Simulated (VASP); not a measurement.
## KF (rocksalt type): electric field gradients with PBE+D4

The system is KF (rocksalt type).

```
CELL_PARAMETERS angstrom
0.00000 2.70989 2.70989
2.70989 0.00000 2.70989
2.70989 2.70989 0.00000
ATOMIC_POSITIONS crystal
K 0.02214 0.02214 0.97786
F 0.50000 0.50000 0.50000
```

```yaml
Program: VASP 6.6.1
Task: electric field gradients
Functional: PBE
Dispersion: D4
Potentials_or_basis: VASP PAW PBE potentials, release 64 (K_sv, F)
Cutoff: 520 eV
k_mesh: 16 × 16 × 16
Occupations: fermi-dirac, width 0.08 eV
Spin: no spin polarisation
Dipole_correction: no
Further_INCAR_settings: ALGO = Normal; EDIFF = 1e-08; NBANDS = 15
```

| Item | Value |
| --- | --- |
| Pressure | -0.3 GPa |
| Largest force | 0.170 eV/Å |
| Band gap on the k mesh | 5.95 eV |
| Largest electric field gradient by atom | K -1.6; F -1.1 V/Å² |
| Dispersion energy per atom | -0.068 eV |

Forces in eV/Å, atoms in the order of the input:
```
K    0.000  0.000 -0.170
F    0.000  0.000  0.170
```

Stress tensor (GPa, compression positive):
```
-0.55  0.00  0.00
 0.00 -0.55  0.00
 0.00  0.00  0.08
```

Levels at points of the mesh, in eV from the valence-band top:
| k point | band 4 | band 5 | band 6 | band 7 | band 8 | band 9 | band 10 | band 11 | band 12 | band 13 |
| --- | --- | --- | --- | --- | --- | --- | --- | --- | --- | --- |
| (0.00, 0.00, 0.00) | -9.52 | -9.52 | 0.00 | 0.00 | 0.00 | 5.95 | 10.57 | 10.59 | 10.59 | 12.19 |
| (0.50, 0.00, 0.00) | -9.56 | -9.56 | -0.74 | -0.31 | -0.30 | 8.89 | 10.27 | 11.88 | 11.90 | 14.01 |
| (0.50, 0.50, 0.00) | -9.71 | -9.71 | -0.22 | -0.06 | -0.06 | 8.17 | 10.04 | 11.46 | 13.40 | 13.98 |
| (0.00, 0.50, 0.50) | -9.71 | -9.70 | -0.23 | -0.08 | -0.06 | 8.20 | 10.05 | 11.49 | 13.40 | 13.98 |

Electric field gradients, principal values (V/Å²):
```tsv
atom	least	middle	greatest (by size)
1 K	0.813	0.814	-1.627
2 F	0.540	0.546	-1.086
```

Run time: 100 s on 1 thread of Intel(R) Xeon(R) 6975P-C (Granite Rapids), on a shared host, peak memory 0.31 GiB.

Caveat: without QUAD_EFG the Cq values of the log hold for a quadrupole moment of 1 mb, not for the nuclei. A k mesh can miss the band edges.
